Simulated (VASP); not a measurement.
# AlNi3 (Fm-3m) in VASP: further runs

Runs on AlNi3. Level: r2SCAN. Tasks: single point.

Everything below comes from runs of VASP 6.6.1. Logs are shortened: lines on timing, memory, paths and dates and some standing lists are left out, and cuts for length are marked.

## 1. The cell of the first run

It takes space group Fm-3m (No. 225, cubic). The conventional cell has a = 5.604 Å, b = 5.604 Å, c = 5.604 Å, α = 90.00°, β = 90.00°, γ = 90.00°. Within 3.2 Å of Al (site symmetry m-3m) lie 14 Ni at 2.43 to 2.80 Å. Ni (site symmetry -43m) has 4 Al at 2.43 Å and 10 Ni at 2.43 to 2.80 Å within 3.2 Å. Within 3.2 Å of Ni (site symmetry m-3m) lie 8 Ni at 2.43 Å and 6 Al at 2.80 Å.

## 2. Single point, r2SCAN

POSCAR reads:

```
AlNi3
1.0
    0.0000000000      2.8018887551      2.8018887551
    2.8018887551      0.0000000000      2.8018887551
    2.8018887551      2.8018887551      0.0000000000
Al Ni
1 3
Direct
    0.5000000000      0.5000000000      0.5000000000
    0.2500000000      0.2500000000      0.2500000000
    0.0000000000      0.0000000000      0.0000000000
    0.7500000000      0.7500000000      0.7500000000
```

INCAR.step1 reads:

```
SYSTEM = AlNi3
ALGO = Normal
EDIFF = 1E-4
ENCUT = 520
GGA = PE
ISMEAR = 0
LASPH = .True.
LCHARG = .False.
LREAL = .False.
LWAVE = .True.
NBANDS = 24
NELM = 100
PREC = Accurate
SIGMA = 0.1
```

INCAR.step2 reads:

```
SYSTEM = AlNi3
ALGO = Normal
EDIFF = 1E-7
ENCUT = 520
ISIF = 2
ISMEAR = 0
ISTART = 1
LASPH = .True.
LCHARG = .True.
LELF = .True.
LMIXTAU = .True.
LREAL = .False.
LVHAR = .True.
LWAVE = .False.
METAGGA = R2SCAN
NBANDS = 24
NELM = 100
PREC = Accurate
SIGMA = 0.1
```

KPOINTS reads:

```
k-points
0
Gamma
  8 8 8
  0 0 0
```

Potentials or basis: VASP PAW PBE potentials, release 64 (Al, Ni).

Launch:

```
$ cat potpaw_PBE.64/Al/POTCAR potpaw_PBE.64/Ni/POTCAR > POTCAR
$ cp INCAR.step1 INCAR
$ mpirun -np 1 vasp_std > vasp.out
$ cp INCAR.step2 INCAR
$ mpirun -np 1 vasp_std > vasp.out
```

OUTCAR:

```text
SYSTEM = AlNi3
   EDIFF = 1E-7
   ENCUT = 520
   ISIF = 2
   ISMEAR = 0
   ISTART = 1
   LASPH = .True.
   LREAL = .False.
   METAGGA = R2SCAN
   NELM = 100
   PREC = Accurate

 ion  position               nearest neighbor table
   1  0.500  0.500  0.500-   2 2.43   4 2.43   2 2.43   2 2.43   4 2.43   2 2.43   4 2.43   4 2.43
                             3 2.80   3 2.80   3 2.80   3 2.80   3 2.80   3 2.80
   2  0.250  0.250  0.250-   3 2.43   1 2.43   3 2.43   1 2.43   3 2.43   3 2.43   1 2.43   1 2.43
                             4 2.80   4 2.80   4 2.80   4 2.80   4 2.80   4 2.80
   3  0.000  0.000  0.000-   4 2.43   2 2.43   4 2.43   2 2.43   4 2.43   4 2.43   2 2.43   2 2.43
                             1 2.80   1 2.80   1 2.80   1 2.80   1 2.80   1 2.80
   4  0.750  0.750  0.750-   1 2.43   3 2.43   1 2.43   1 2.43   3 2.43   1 2.43   3 2.43   3 2.43
                             2 2.80   2 2.80   2 2.80   2 2.80   2 2.80   2 2.80

  LATTYP: Found a face centered cubic cell.
 ALAT       =     5.6037775102

  Lattice vectors:

 A1 = (   0.0000000000,   2.8018887551,   2.8018887551)
 A2 = (   2.8018887551,   0.0000000000,   2.8018887551)
 A3 = (   2.8018887551,   2.8018887551,   0.0000000000)

Analysis of symmetry for initial positions (statically):
=====================================================================
 Subroutine PRICEL returns:
 Original cell was already a primitive cell.

 Routine SETGRP: Setting up the symmetry group for a
 face centered cubic supercell.

 Subroutine GETGRP returns: Found 48 space group operations
 (whereof 48 operations were pure point group operations)
 out of a pool of 48 trial point group operations.

The static configuration has the point symmetry O_h .

Analysis of symmetry for dynamics (positions and initial velocities):
=====================================================================
 Subroutine PRICEL returns:
 Original cell was already a primitive cell.

 Routine SETGRP: Setting up the symmetry group for a
 face centered cubic supercell.

 Subroutine GETGRP returns: Found 48 space group operations
 (whereof 48 operations were pure point group operations)
 out of a pool of 48 trial point group operations.

The dynamic configuration has the point symmetry O_h .

 Subroutine INISYM returns: Found 48 space group operations
 (whereof 48 operations are pure point group operations),
 and found     1 'primitive' translations

----------------------------------------------------------------------------------------

                                     Primitive cell

  volume of cell :      43.9929

  direct lattice vectors                    reciprocal lattice vectors
     0.000000000  2.801888755  2.801888755    -0.178451053  0.178451053  0.178451053
     2.801888755  0.000000000  2.801888755     0.178451053 -0.178451053  0.178451053
     2.801888755  2.801888755  0.000000000     0.178451053  0.178451053 -0.178451053

  length of vectors
     3.962469078  3.962469078  3.962469078     0.309086291  0.309086291  0.309086291

  position of ions in fractional coordinates (direct lattice)
     0.500000000  0.500000000  0.500000000
     0.250000000  0.250000000  0.250000000
     0.000000000  0.000000000  0.000000000
     0.750000000  0.750000000  0.750000000

  ion indices of the primitive-cell ions
   primitive index   ion index
                 1           1
                 2           2
                 3           3
                 4           4

----------------------------------------------------------------------------------------

 KPOINTS: k-points

Automatic generation of k-mesh.
 Grid dimensions read from file:
 generate k-points for:    8    8    8

 Generating k-lattice:

  Cartesian coordinates                     Fractional coordinates (reciprocal lattice)
    -0.022306382  0.022306382  0.022306382     0.125000000  0.000000000  0.000000000
     0.022306382 -0.022306382  0.022306382     0.000000000  0.125000000  0.000000000
     0.022306382  0.022306382 -0.022306382     0.000000000  0.000000000  0.125000000

  Length of vectors
     0.038635786  0.038635786  0.038635786

  Shift w.r.t. Gamma in fractional coordinates (k-lattice)
     0.000000000  0.000000000  0.000000000

 Subroutine IBZKPT returns following result:
 ===========================================

 Found     29 irreducible k-points:

 Following reciprocal coordinates:
            Coordinates               Weight
  0.000000  0.000000  0.000000      1.000000
  0.125000  0.000000  0.000000      8.000000
  0.250000  0.000000  0.000000      8.000000
  0.375000  0.000000  0.000000      8.000000
  0.500000  0.000000  0.000000      4.000000
  0.125000  0.125000  0.000000      6.000000
[... 16 lines left out ...]
  0.500000  0.250000  0.125000     48.000000
 -0.375000  0.250000  0.125000     24.000000
 [... further k-points ...]
   k-points           NKPTS =     29   k-points in BZ     NKDIM =     29   number of bands    NBANDS=     24
   number of dos      NEDOS =    301   number of ions     NIONS =      4
   total plane-waves  NPLWV =  27000
   dimension x,y,z NGX =    30 NGY =   30 NGZ =   30
   dimension x,y,z NGXF=    60 NGYF=   60 NGZF=   60
   ions per type =               1   3
   NGX,Y,Z   is equivalent  to a cutoff of  12.59, 12.59, 12.59 a.u.
   NGXF,Y,Z  is equivalent  to a cutoff of  25.17, 25.17, 25.17 a.u.
 SYSTEM =  AlNi3
   PREC   = accura    normal or accurate (medium, high low for compatibility)
   ISTART =      1    job   : 0-new  1-cont  2-samecut
   ICHARG =      0    charge: 1-file 2-atom 10-const
   ISPIN  =      1    spin polarized calculation?
   LNONCOLLINEAR =      F non collinear calculations
   LSORBIT =      F    spin-orbit coupling
   LASPH  =      T    aspherical Exc in radial PAW
   ENCUT  =  520.0 eV  38.22 Ry    6.18 a.u.   7.37  7.37  7.37*2*pi/ulx,y,z
   NELM   =    100;   NELMIN=  2; NELMDL=  0     # of ELM steps
   EDIFF  = 0.1E-06   stopping-criterion for ELM
   LREAL  =      F    real-space projection
   EDIFFG = 0.1E-05   stopping-criterion for IOM
   NSW    =      0    number of steps for IOM
   IBRION =     -1    ionic relax: 0-MD 1-quasi-New 2-CG
   NFREE  =      0    steps in history (QN), initial steepest desc. (CG)
   ISIF   =      2    stress and relaxation
   ISYM   =      2    0-nonsym 1-usesym 2-fastsym
   POTIM  = 0.5000    time-step for ionic-motion
   TEBEG  =    0.0;   TEEND  =   0.0 temperature during run
   PSTRESS=    0.0 pullay stress
   NELECT =      33.0000    total number of electrons
   NUPDOWN=      -1.0000    fix difference up-down
   EMIN   =  10.00;   EMAX   =-10.00  energy-range for DOS
   EFERMI =   0.00;   METHOD = LEGACY
   ISMEAR =     0;   SIGMA  =   0.10  broadening in eV -4-tet -1-fermi 0-gaus
   EFERMI_NEDOS =   21; number of points for ismear=-14 and -15
   IALGO  =     38    algorithm
   IMIX   =      4    mixing-type and parameters
     AMIX     =   0.40;   BMIX     =  1.00
     AMIX_MAG =   1.60;   BMIX_MAG =  1.00
  volume/ion in A,a.u.               =      11.00        74.22
  Fermi-wavevector in a.u.,A,eV,Ry     =   1.487483  2.810935 30.104316  2.212605
  Thomas-Fermi vector in A             =   2.600638
   LORBIT       =      0    0 simple, 1 ext, 2 COOP (PROOUT), +10 PAW based schemes
   METAGGA = R2SCAN    functional components
   LHFCALC =     F    Hartree Fock is set to
   AEXX    =    0.0000 exact exchange contribution
   IVDW    =     0    specifies the selected vdW correction
   LEPSILON=     F    determine dielectric tensor
   LRPA    =     F    only Hartree local field effects (RPA)
 non-spin polarized calculation
 Gauss-broadening in eV      SIGMA  =   0.10
  energy-cutoff  :      520.00
  volume of cell :       43.99
 maximum number of plane-waves:      1243
 NGX is ok and might be reduce to    30
   NGX = 15   NGY = 15   NGZ = 15

 number of electron      33.0000017 magnetization

 Free energy of the ion-electron system (eV)
  ---------------------------------------------------
  ext. energy  EPLUGINS =         0.00000000
  ---------------------------------------------------
  free energy    TOTEN  =       -44.05293141 eV

  energy without entropy =      -44.04310157  energy(sigma->0) =      -44.04801649

 E-fermi :   9.7550     XC(G=0): -13.8792

 val. band max:        9.7487321606   @ k =   0.5000   0.5000   0.0000
 cond. band min:       9.7699517780   @ k =  -0.2500   0.5000   0.2500
 fundamental gap:      0.0212196175
 Fermi energy:         9.7550003715

 k-point     1 :       0.0000    0.0000    0.0000
  band No.  band energies     occupation
      1      -0.8935      2.00000
      2       6.0204      2.00000
      3       6.0204      2.00000
      4       6.1367      2.00000
      5       6.1367      2.00000
      6       6.1367      2.00000
[... 16 lines left out ...]
     23      17.8098      0.00000
     24      18.9871      0.00000

 k-point     2 :       0.1250    0.0000    0.0000
  band No.  band energies     occupation
      1      -0.6507      2.00000
      2       5.9425      2.00000
      3       5.9425      2.00000
      4       6.0093      2.00000
      5       6.3422      2.00000
      6       6.3423      2.00000
[... 16 lines left out ...]
     23      18.3638      0.00000
     24      18.4740      0.00000

 k-point     3 :       0.2500    0.0000    0.0000
  band No.  band energies     occupation
      1       0.0627      2.00000
      2       5.5145      2.00000
      3       5.9491      2.00000
      4       5.9491      2.00000
      5       6.6644      2.00000
      6       6.6644      2.00000
[... 16 lines left out ...]
     23      18.4870      0.00000
     24      19.1959      0.00000
[... 514 lines left out ...]
 k-point    23 :       0.5000    0.2500    0.1250
  band No.  band energies     occupation
      1       1.7477      2.00000
      2       4.5267      2.00000
      3       5.6145      2.00000
      4       6.2108      2.00000
      5       6.4570      2.00000
      6       7.0348      2.00000
[... 16 lines left out ...]
     23      19.4397      0.00000
     24      21.2432      0.00000

 k-point    24 :      -0.3750    0.2500    0.1250
  band No.  band energies     occupation
      1       2.7818      2.00000
      2       3.5578      2.00000
      3       5.4854      2.00000
      4       6.2736      2.00000
      5       6.4308      2.00000
      6       7.0800      2.00000
[... 16 lines left out ...]
     23      20.0978      0.00000
     24      20.7328      0.00000

 [... further k-points ...]

------------------------ aborting loop because EDIFF is reached ----------------------------------------

  FORCE on cell =-STRESS in cart. coord.  units (eV):
  Direction    XX          YY          ZZ          XY          YZ          ZX
  --------------------------------------------------------------------------------------
  -------------------------------------------------------------------------------------
  Total        0.0305973      0.0305973      0.0305973      0.0000000     -0.0000000      0.0000000
  in kB        1.1143227      1.1143227      1.1143227      0.0000000     -0.0000000      0.0000000
  external PRESSURE =       1.1143227 kB  Pullay stress =       0.0000000 kB

 VOLUME and BASIS-vectors are now :
 -----------------------------------------------------------------------------
  energy-cutoff  :      520.00
  volume of cell :       43.99
      direct lattice vectors                 reciprocal lattice vectors
     0.000000000  2.801888755  2.801888755    -0.178451053  0.178451053  0.178451053
     2.801888755  0.000000000  2.801888755     0.178451053 -0.178451053  0.178451053
     2.801888755  2.801888755  0.000000000     0.178451053  0.178451053 -0.178451053

 POSITION                                       TOTAL-FORCE (eV/Angst)
 -----------------------------------------------------------------------------------
      2.80189      2.80189      2.80189         0.000000      0.000000     -0.000000
      1.40094      1.40094      1.40094        -0.000000     -0.000000     -0.000000
      0.00000      0.00000      0.00000         0.000000      0.000000     -0.000000
      4.20283      4.20283      4.20283         0.000000      0.000000      0.000000
 -----------------------------------------------------------------------------------
    total drift:                                0.000000     -0.000000      0.000000

  FREE ENERGIE OF THE ION-ELECTRON SYSTEM (eV)
  ---------------------------------------------------
  free  energy   TOTEN  =       -44.0529314056 eV

  energy  without entropy=      -44.0431015728  energy(sigma->0) =      -44.04801649
```

It took 2.4 min on 1 thread of Intel Xeon Platinum 8488C (Sapphire Rapids), shared host; peak memory 0.18 GiB.

What came out:

```yaml
Free_energy: -44.0529 eV
Pressure: 0.1 GPa
```

Caveat: the PAW data sets were made with another functional, which shifts forces and pressure a little. Spin polarisation is off, so any magnetic state and its effect on volume and gap are missing.

## 3. Single point, r2SCAN

POSCAR is that of step 2.

INCAR.step1 reads:

```
PREC = Accurate
ENCUT = 520
ISMEAR = 0
SIGMA = 0.1
LREAL = False
LASPH = True
NELM = 100
NBANDS = 24
GGA = PE
ALGO = Normal
EDIFF = 1E-4
LWAVE = True
LCHARG = False
```

INCAR.step2 reads:

```
PREC = Accurate
ENCUT = 520
EDIFF = 1E-6
ISMEAR = 0
SIGMA = 0.1
LREAL = False
LASPH = True
NELM = 100
ALGO = Normal
ISIF = 2
LWAVE = False
LCHARG = False
METAGGA = R2SCAN
LMIXTAU = True
NBANDS = 24
ISTART = 1
```

KPOINTS reads:

```
regular mesh
0
Gamma
  10 10 10
```

Potentials or basis: VASP PAW PBE potentials, release 64 (Al, Ni).

Launch:

```
$ cat potpaw_PBE.64/Al/POTCAR potpaw_PBE.64/Ni/POTCAR > POTCAR
$ cp INCAR.step1 INCAR
$ mpirun -np 1 vasp_std > vasp.out
$ cp INCAR.step2 INCAR
$ mpirun -np 1 vasp_std > vasp.out
```

Run time: 3.1 min. Hardware: 1 thread of Intel Xeon Platinum 8488C (Sapphire Rapids), shared host; peak memory 0.19 GiB.

It converged, with:

- Free energy: -44.0476 eV
- Pressure: 0.1 GPa

Levels at points of the mesh, in eV from the Fermi level:
```
           k point  band 13  band 14  band 15  band 16  band 17  band 18  band 19  band 20
(0.00, 0.00, 0.00)    -0.59    -0.59    -0.57    -0.57     5.65     5.65     5.65     6.17
(0.50, 0.00, 0.00)    -0.69    -0.69    -0.50    -0.50    -0.15     4.50     4.50     4.97
(0.50, 0.50, 0.00)    -1.11    -0.74    -0.61    -0.44    -0.36    -0.36    -0.02     4.50
```

Caveat: the PAW data sets were made with another functional, which shifts forces and pressure a little.

## 4. Single point, r2SCAN

POSCAR is that of step 3.

INCAR.step1 reads:

```
ALGO = Normal ; EDIFF = 1E-4
ENCUT = 520 ; GGA = PE
ISMEAR = 0 ; LASPH = T
LCHARG = F ; LREAL = F
LWAVE = T ; NBANDS = 24
NELM = 60 ; PREC = Accurate
SIGMA = 0.1
```

INCAR.step2 reads:

```
ALGO = Normal ; EDIFF = 1E-6
ENCUT = 520 ; ISIF = 2
ISMEAR = 0 ; ISTART = 1
LASPH = T ; LCHARG = F
LMIXTAU = T ; LREAL = F
LWAVE = F ; METAGGA = R2SCAN
NBANDS = 24 ; NELM = 60
PREC = Accurate ; SIGMA = 0.1
```

KPOINTS reads:

```
k-points
0
Gamma
  12 12 12
```

Launch:

```
$ cat potpaw_PBE.64/Al/POTCAR potpaw_PBE.64/Ni/POTCAR > POTCAR
$ cp INCAR.step1 INCAR
$ mpirun -np 1 vasp_std > vasp.out
$ cp INCAR.step2 INCAR
$ mpirun -np 1 vasp_std > vasp.out
```

Wall time 4.6 min (1 thread of Intel Xeon Platinum 8488C (Sapphire Rapids), shared host); peak memory 0.21 GiB.

The run converged. Its results:

```
Free energy : -44.0462 eV
Pressure    : 0.1 GPa
```

Levels at points of the mesh, in eV from the Fermi level:
```csv
k point,band 12,band 13,band 14,band 15,band 16,band 17,band 18,band 19,band 20,band 21
"(0.00, 0.00, 0.00)",-0.97,-0.60,-0.60,-0.58,-0.58,5.65,5.65,5.65,6.16,6.16
"(0.50, 0.00, 0.00)",-1.80,-0.70,-0.70,-0.51,-0.51,-0.15,4.49,4.49,4.97,4.97
"(0.50, 0.50, 0.00)",-1.27,-1.12,-0.75,-0.61,-0.45,-0.37,-0.37,-0.03,4.49,4.96
```

Caveat: the PAW data sets were made with another functional, which shifts forces and pressure a little. Spin polarisation is off, so any magnetic state and its effect on volume and gap are missing.

## 5. Summary

| k mesh | gap on the mesh (eV) | pressure (GPa) |
| --- | --- | --- |
| 8 × 8 × 8 | none | 0.1 |
| 10 × 10 × 10 | none | 0.1 |
| 12 × 12 × 12 | none | 0.1 |

Alike in all rows: task single point; level r2SCAN; potentials or basis VASP PAW PBE potentials, release 64 (Al, Ni); no spin polarisation; cell as given; cutoff (eV) 520; smearing gaussian 0.1 eV.

Every run on the cell as given and a fine mesh finds a metal.

Caveats: the PAW data sets were made with another functional, which shifts forces and pressure a little.

Total energies depend on the potentials used, so only differences within one code and one set of settings carry meaning.
